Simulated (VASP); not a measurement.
Crystal: Mg3CdSe4.

```
Mg Cd Se
1.0
     3.91569   -0.00011   -0.00760
    -0.00011    3.96895   -0.01151
    -0.02155   -0.03262   11.18057
Mg Cd Se
3 1 4
Direct
  0.50031 0.48851 0.24593
  0.99463 0.02723 0.49921
  0.50463 0.49695 0.75063
  0.00450 0.96505 0.00065
  0.00961 0.00110 0.25948
  0.49044 0.51268 0.49858
  0.99085 0.00456 0.74995
  0.50503 0.50392 0.99557
```

| Quantity | Value |
| --- | --- |
| Program | VASP 6.6.1 |
| Task | relaxation of cell and atoms |
| Functional | PBE |
| Potentials or basis | VASP PAW PBE potentials, release 64 (Mg, Cd, Se) |
| Cutoff | 600 eV |
| k mesh | 4 × 4 × 2 |
| Occupations | gaussian, width 0.1 eV |
| Spin | no spin polarisation |

At the start: pressure 0.3 GPa; volume 21.72 Å³/atom.

Task: How do energy, volume and symmetry change on relaxing?

Result: Over 19 steps the energy falls by 11.4 meV/atom and the volume is 21.75 Å³/atom (+0.2 %); space group P1 (No. 1, to 0.1 Å) before, P4/mmm (No. 123, to 0.1 Å).

The path:
| step | energy change (eV) | largest force (eV/Å) | pressure (GPa) | volume (Å³) |
| --- | --- | --- | --- | --- |
| 1 | 0.0000 | 0.5242 | 0.31 | 173.76 |
| 2 | -0.0436 | 0.3200 | -0.21 | 174.82 |
| 3 | -0.0661 | 0.1487 | -0.84 | 176.43 |
| 4 | -0.0775 | 0.1136 | 0.26 | 173.14 |
| 5 | -0.0777 | 0.1174 | 0.15 | 173.48 |
| 6 | -0.0825 | 0.0909 | 0.11 | 173.54 |
| 7 | -0.0849 | 0.0709 | 0.07 | 173.62 |
| 8 | -0.0866 | 0.0583 | -0.07 | 174.02 |
| 9 | -0.0875 | 0.0443 | -0.26 | 174.57 |
| 10 | -0.0885 | 0.0420 | -0.11 | 174.15 |
| 11 | -0.0888 | 0.0445 | 0.01 | 173.82 |
| 12 | -0.0888 | 0.0460 | 0.03 | 173.74 |
| 13 | -0.0893 | 0.0366 | 0.04 | 173.71 |
| 14 | -0.0902 | 0.0309 | 0.07 | 173.61 |
| 15 | -0.0901 | 0.0558 | 0.14 | 173.43 |
| 16 | -0.0905 | 0.0281 | 0.10 | 173.53 |
| 17 | -0.0909 | 0.0272 | 0.01 | 173.79 |
| 18 | -0.0911 | 0.0290 | -0.13 | 174.18 |
| 19 | -0.0916 | 0.0216 | -0.07 | 174.03 |

Final structure:
```xyz
8
Lattice="3.9557 -0.0002 0.0002 -0.0002 3.9574 0.0000 0.0000 -0.0005 11.1170" Properties=species:S:1:pos:R:3 pbc="T T T"
Mg    1.9797    1.9767    2.8178
Mg    3.9505    0.0176    5.5566
Mg    1.9752    1.9824    8.3053
Cd    0.0046    3.9378   11.1138
Se    0.0017    3.9571    2.8383
Se    1.9744    1.9875    5.5617
Se    3.9546    0.0037    8.2727
Se    1.9812    1.9638    0.0024
```
